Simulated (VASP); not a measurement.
The system is Si3Sn.

```
Si Sn
1.0
     4.03764    0.00000    0.00000
     0.00000    4.03764    0.00000
     0.00000    0.00000    5.74862
Si Sn
3 1
Direct
  0.50000 0.00000 0.77460
  0.50000 0.50000 0.00000
  0.00000 0.50000 0.22540
  0.00000 0.00000 0.50000
```

Program: VASP 6.6.1. Alike in all runs: task single point; potentials or basis VASP PAW PBE potentials, release 64 (Si, Sn_d); no spin polarisation; cell as given; k mesh 4 × 4 × 2; cutoff (eV) 520; smearing gaussian 0.01 eV. Hardware: 1 thread of AMD EPYC 7R13 (shared host).

Q: Order these runs on this cell by their wall time, lowest first.
A. level HSE06; grid for exact exchange (PRECFOCK) Normal; screening parameter 0.2079 1/Å
B. level PBE
C. level r2SCAN

A: B (39 s), C (180 s), A (1600 s).

Caveats: all runs use coarse meshes.
